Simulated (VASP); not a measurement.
# As2Pt (Sperrylite) (Pa-3) in VASP: single point with PBE

Aim: the single point of As2Pt (Sperrylite) with PBE.

Everything below comes from runs of VASP 6.6.1. Logs are shortened: lines on timing, memory, paths and dates and some standing lists are left out, and cuts for length are marked.

### Step 1. The cell of the first run

Symmetry: Pa-3, No. 205, cubic system. Conventional cell: a = 5.966 Å, b = 5.966 Å, c = 5.966 Å, α = 90.00°, β = 90.00°, γ = 90.00°. Within 3.2 Å of As (site symmetry 3) lie 1 As at 2.42 Å and 3 Pt at 2.49 Å. Pt (site symmetry -3) has 6 As at 2.49 Å within 3.3 Å.

### Step 2. Single point, PBE

INCAR

```
SYSTEM = As2Pt
PREC = Accurate
ENCUT = 500
EDIFF = 1E-6
ISMEAR = 1
SIGMA = 0.05
LREAL = .False.
LASPH = .True.
NELM = 120
ALGO = Normal
ISIF = 2
LWAVE = .False.
LCHARG = .True.
GGA = PE
LELF = .True.
LVHAR = .True.
NBANDS = 52
GGA_COMPAT = .False.
```

KPOINTS

```
Automatic mesh
0
Gamma
  5 5 5
  0 0 0
```

POSCAR

```
As2Pt
1.0
    5.9665000000      0.0000000000      0.0000000000
    0.0000000000      5.9665000000      0.0000000000
    0.0000000000      0.0000000000      5.9665000000
As Pt
8 4
Direct
    0.3830000000      0.3830000000      0.3830000000
    0.1170000000      0.6170000000      0.8830000000
    0.8830000000      0.1170000000      0.6170000000
    0.6170000000      0.8830000000      0.1170000000
    0.6170000000      0.6170000000      0.6170000000
    0.8830000000      0.3830000000      0.1170000000
    0.1170000000      0.8830000000      0.3830000000
    0.3830000000      0.1170000000      0.8830000000
    0.0000000000      0.0000000000      0.0000000000
    0.5000000000      0.0000000000      0.5000000000
    0.5000000000      0.5000000000      0.0000000000
    0.0000000000      0.5000000000      0.5000000000
```

Potentials or basis: VASP PAW PBE potentials, release 64 (As, Pt).

Run with:

```bash
$ cat potpaw_PBE.64/As/POTCAR potpaw_PBE.64/Pt/POTCAR > POTCAR
$ mpirun -np 1 vasp_std > vasp.out
```

OUTCAR:

```text
SYSTEM = As2Pt
   PREC = Accurate
   ENCUT = 500
   EDIFF = 1E-6
   ISMEAR = 1
   LREAL = .False.
   LASPH = .True.
   NELM = 120
   ISIF = 2
   GGA = PE

 ion  position               nearest neighbor table
   1  0.383  0.383  0.383-   5 2.42  11 2.49  10 2.49  12 2.49
   2  0.117  0.617  0.883-   6 2.42  12 2.49  11 2.49   9 2.49
   3  0.883  0.117  0.617-   7 2.42   9 2.49  10 2.49  12 2.49
   4  0.617  0.883  0.117-   8 2.42  10 2.49   9 2.49  11 2.49
   5  0.617  0.617  0.617-   1 2.42  11 2.49  10 2.49  12 2.49
   6  0.883  0.383  0.117-   2 2.42  12 2.49  11 2.49   9 2.49
   7  0.117  0.883  0.383-   3 2.42   9 2.49  10 2.49  12 2.49
   8  0.383  0.117  0.883-   4 2.42  10 2.49   9 2.49  11 2.49
   9  0.000  0.000  0.000-   3 2.49   7 2.49   4 2.49   6 2.49   2 2.49   8 2.49
  10  0.500  0.000  0.500-   4 2.49   8 2.49   1 2.49   5 2.49   7 2.49   3 2.49
  11  0.500  0.500  0.000-   1 2.49   5 2.49   4 2.49   2 2.49   6 2.49   8 2.49
  12  0.000  0.500  0.500-   2 2.49   6 2.49   3 2.49   5 2.49   1 2.49   7 2.49

  LATTYP: Found a simple cubic cell.
 ALAT       =     5.9665000000

  Lattice vectors:

 A1 = (   5.9665000000,   0.0000000000,   0.0000000000)
 A2 = (   0.0000000000,   5.9665000000,   0.0000000000)
 A3 = (   0.0000000000,   0.0000000000,   5.9665000000)

Analysis of symmetry for initial positions (statically):
=====================================================================
 Subroutine PRICEL returns:
 Original cell was already a primitive cell.

 Routine SETGRP: Setting up the symmetry group for a
 simple cubic supercell.

 Subroutine GETGRP returns: Found 24 space group operations
 (whereof  6 operations were pure point group operations)
 out of a pool of 48 trial point group operations.

The static configuration has the point symmetry S_6 .
 The point group associated with its full space group is T_h .

Analysis of symmetry for dynamics (positions and initial velocities):
=====================================================================
 Subroutine PRICEL returns:
 Original cell was already a primitive cell.

 Routine SETGRP: Setting up the symmetry group for a
 simple cubic supercell.

 Subroutine GETGRP returns: Found 24 space group operations
 (whereof  6 operations were pure point group operations)
 out of a pool of 48 trial point group operations.

The dynamic configuration has the point symmetry S_6 .
 The point group associated with its full space group is T_h .

[... 116 lines left out ...]
   NUPDOWN=      -1.0000    fix difference up-down
   EMIN   =  10.00;   EMAX   =-10.00  energy-range for DOS
   EFERMI =   0.00;   METHOD = LEGACY
   ISMEAR =     1;   SIGMA  =   0.05  broadening in eV -4-tet -1-fermi 0-gaus
   EFERMI_NEDOS =   21; number of points for ismear=-14 and -15
   IALGO  =     38    algorithm
   IMIX   =      4    mixing-type and parameters
     AMIX     =   0.40;   BMIX     =  1.00
     AMIX_MAG =   1.60;   BMIX_MAG =  1.00
  volume/ion in A,a.u.               =      17.70       119.45
  Fermi-wavevector in a.u.,A,eV,Ry     =   1.182275  2.234176 19.017873  1.397774
  Thomas-Fermi vector in A             =   2.318532
   LORBIT       =      0    0 simple, 1 ext, 2 COOP (PROOUT), +10 PAW based schemes
   GGA     = PE    functional components
   LHFCALC =     F    Hartree Fock is set to
   AEXX    =    0.0000 exact exchange contribution
   IVDW    =     0    specifies the selected vdW correction
   LEPSILON=     F    determine dielectric tensor
   LRPA    =     F    only Hartree local field effects (RPA)
 non-spin polarized calculation
 Methfessel and Paxton  Order N= 1 SIGMA  =   0.05
  energy-cutoff  :      500.00
  volume of cell :      212.40
 maximum number of plane-waves:      5449
 NGX is ok and might be reduce to    48
   NGX = 21   NGY = 21   NGZ = 21

 number of electron      80.0000005 magnetization

 Free energy of the ion-electron system (eV)
  ---------------------------------------------------
  ext. energy  EPLUGINS =         0.00000000
  ---------------------------------------------------
  free energy    TOTEN  =       -67.77433089 eV

  energy without entropy =      -67.77460919  energy(sigma->0) =      -67.77442366

 E-fermi :   7.6449     XC(G=0): -11.3559

 val. band max:        7.6028510184   @ k =   0.4000   0.4000   0.0000
 cond. band min:       8.0788706702   @ k =   0.4000   0.4000   0.4000
 fundamental gap:      0.4760196518
 Fermi energy:         7.6449451293

 k-point     1 :       0.0000    0.0000    0.0000
  band No.  band energies     occupation
      1      -6.7301      2.00000
      2      -4.6824      2.00000
      3      -4.6824      2.00000
      4      -4.6824      2.00000
      5      -2.4620      2.00000
      6      -2.4620      2.00000
[... 594 lines left out ...]
     51      11.7823      0.00000
     52      11.7823      0.00000

------------------------ aborting loop because EDIFF is reached ----------------------------------------

  FORCE on cell =-STRESS in cart. coord.  units (eV):
  Direction    XX          YY          ZZ          XY          YZ          ZX
  --------------------------------------------------------------------------------------
  -------------------------------------------------------------------------------------
  Total        9.3531173      9.3531173      9.3531173     -0.0000000      0.0000000      0.0000000
  in kB       70.5517890     70.5517890     70.5517890     -0.0000000      0.0000000      0.0000000
  external PRESSURE =      70.5517890 kB  Pullay stress =       0.0000000 kB

 VOLUME and BASIS-vectors are now :
 -----------------------------------------------------------------------------
  energy-cutoff  :      500.00
  volume of cell :      212.40
      direct lattice vectors                 reciprocal lattice vectors
     5.966500000  0.000000000  0.000000000     0.167602447  0.000000000  0.000000000
     0.000000000  5.966500000  0.000000000     0.000000000  0.167602447  0.000000000
     0.000000000  0.000000000  5.966500000     0.000000000  0.000000000  0.167602447

 POSITION                                       TOTAL-FORCE (eV/Angst)
 -----------------------------------------------------------------------------------
      2.28517      2.28517      2.28517        -0.010737     -0.010737     -0.010737
      0.69808      3.68133      5.26842         0.010737      0.010737     -0.010737
      5.26842      0.69808      3.68133        -0.010737      0.010737      0.010737
      3.68133      5.26842      0.69808         0.010737     -0.010737      0.010737
      3.68133      3.68133      3.68133         0.010737      0.010737      0.010737
      5.26842      2.28517      0.69808        -0.010737     -0.010737      0.010737
      0.69808      5.26842      2.28517         0.010737     -0.010737     -0.010737
      2.28517      0.69808      5.26842        -0.010737      0.010737     -0.010737
      0.00000      0.00000      0.00000         0.000000      0.000000      0.000000
      2.98325      0.00000      2.98325         0.000000      0.000000      0.000000
      2.98325      2.98325      0.00000         0.000000      0.000000      0.000000
      0.00000      2.98325      2.98325         0.000000      0.000000      0.000000
 -----------------------------------------------------------------------------------
    total drift:                               -0.000000      0.000000     -0.000000

  FREE ENERGIE OF THE ION-ELECTRON SYSTEM (eV)
  ---------------------------------------------------
  free  energy   TOTEN  =       -67.7743308945 eV

  energy  without entropy=      -67.7746091940  energy(sigma->0) =      -67.77442366
```

OSZICAR:

```text
N       E                     dE             d eps       ncg     rms          rms(c)
DAV:   1     0.411252158082E+03    0.41125E+03   -0.35032E+04  1144   0.134E+03
DAV:   2    -0.442222900187E+02   -0.45547E+03   -0.43267E+03  1340   0.257E+02
DAV:   3    -0.705409767527E+02   -0.26319E+02   -0.25661E+02  1328   0.570E+01
DAV:   4    -0.710521334507E+02   -0.51116E+00   -0.50618E+00  1352   0.813E+00
DAV:   5    -0.710616735143E+02   -0.95401E-02   -0.95337E-02  1276   0.108E+00    0.222E+01
DAV:   6    -0.683793210842E+02    0.26824E+01   -0.16242E+01  1224   0.233E+01    0.944E+00
DAV:   7    -0.678750981340E+02    0.50422E+00   -0.24593E+00  1212   0.941E+00    0.530E+00
DAV:   8    -0.677891887551E+02    0.85909E-01   -0.22860E-01  1284   0.175E+00    0.121E+00
DAV:   9    -0.677735763017E+02    0.15612E-01   -0.45410E-02  1280   0.129E+00    0.304E-01
DAV:  10    -0.677743646217E+02   -0.78832E-03   -0.46860E-03  1240   0.281E-01    0.966E-02
DAV:  11    -0.677743404691E+02    0.24153E-04   -0.50416E-04  1344   0.129E-01    0.198E-02
DAV:  12    -0.677743308176E+02    0.96515E-05   -0.64285E-05  1276   0.447E-02    0.514E-03
DAV:  13    -0.677743308945E+02   -0.76983E-07   -0.53585E-06  1288   0.761E-03
   1 F= -.67774331E+02 E0= -.67774424E+02  d E =0.278299E-03
```

Wall time 97 s (1 thread of Intel Xeon Platinum 8375C at 2.90GHz (Ice Lake), shared host); peak memory 0.36 GiB.

What came out:

```
Free energy            : -67.7743 eV
Pressure               : 7.1 GPa
Largest force          : 0.019 eV/Å
Band gap on the k mesh : 0.48 eV, indirect (least direct gap 1.07 eV)
```

Forces in eV/Å, atoms in the order of the input:
```
As  -0.011 -0.011 -0.011
As   0.011  0.011 -0.011
As  -0.011  0.011  0.011
As   0.011 -0.011  0.011
As   0.011  0.011  0.011
As  -0.011 -0.011  0.011
As   0.011 -0.011 -0.011
As  -0.011  0.011 -0.011
Pt   0.000  0.000  0.000
Pt   0.000  0.000  0.000
Pt   0.000  0.000  0.000
Pt   0.000  0.000  0.000
```

Caveat: spin-orbit coupling is left out, which moves the levels of the heavy elements.
